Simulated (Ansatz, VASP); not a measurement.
Two plane-wave programs on Cs3Sc

```
CELL_PARAMETERS angstrom
-4.23314 4.23314 4.23314
4.23314 -4.23314 4.23314
4.23314 4.23314 -4.23314
ATOMIC_POSITIONS crystal
Cs 0.00000 0.50000 0.50000
Cs 0.50000 0.00000 0.50000
Cs 0.50000 0.50000 0.00000
Sc 0.00000 0.00000 0.00000
```

Alike in both runs: task single point; functional PBE; k mesh 4 × 4 × 4; occupations gaussian, width 0.1 eV; collinear spin.

```csv
,VASP,Ansatz
version,VASP 6.6.1,Ansatz 0.2.0
potentials or method,"VASP PAW PBE potentials, release 64 (Cs_sv, Sc_sv), cutoff 520 eV","scalar-relativistic, plane waves, PAW"
valence electrons in the cell,38,38
```

|  | VASP | Ansatz | Ansatz less VASP |
| --- | --- | --- | --- |
| gap on the k mesh at the Fermi level (eV) | none | none | - |
| pressure (GPa) | 0.1 | 0.1 | +0.01 |
| net moment per atom (μB) | 0.64 | 0.65 | +0.001 |
| size of the moment on the site where the two differ most (μB) | 0.99 | 1.30 | +0.305 |

Site moments also hang on the region over which each program counts them. A gap of «none» marks a metal or a gap that the smearing closes.

Spin-orbit coupling is off throughout.
